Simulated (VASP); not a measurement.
Input of a VASP 6.6.1 run:

INCAR

```
PREC     = Accurate       # precision mode
ENCUT    = 520            # plane-wave cutoff, eV
EDIFF    = 1E-6           # SCF threshold, eV
ISMEAR   = -1             # smearing method
SIGMA    = 0.03           # smearing width, eV
LREAL    = F              # projectors in reciprocal space
LASPH    = T              # aspherical terms in the spheres
NELM     = 100            # most SCF steps
ALGO     = Normal         # electronic algorithm
ISIF     = 2              # what is computed and relaxed
LWAVE    = F              # write WAVECAR
LCHARG   = F              # write CHGCAR
NBANDS   = 13             # bands
```

KPOINTS

```
Automatic mesh
0
Gamma
  12 12 12
```

The input POSCAR:

```
HfH2
1.0
   -1.7390000000      1.7390000000      2.1805000000
    1.7390000000     -1.7390000000      2.1805000000
    1.7390000000      1.7390000000     -2.1805000000
Hf H
1 2
Direct
    0.0000000000      0.0000000000      0.0000000000
    0.7500000000      0.2500000000      0.5000000000
    0.2500000000      0.7500000000      0.5000000000
```

Potentials or basis: VASP PAW LDA potentials, release 64 (Hf_pv, H).

Run with:

```bash
$ cat potpaw_LDA.64/Hf_pv/POTCAR potpaw_LDA.64/H/POTCAR > POTCAR
$ mpirun -np 1 vasp_std > vasp.out
```

Problem. Predict the band gap on the k mesh.

Solution. Zero (bands 6 and 7 overlap by 1.07 eV).

Problem. What does it give for the pressure?

Solution. -8.4 GPa.

Stress tensor (GPa, compression positive):
```
-8.09  0.00  0.00
 0.00 -8.09  0.00
 0.00  0.00 -9.14
```

Caveat: the cell stands under tension; spin-orbit coupling is left out, which moves the levels of the heavy elements.
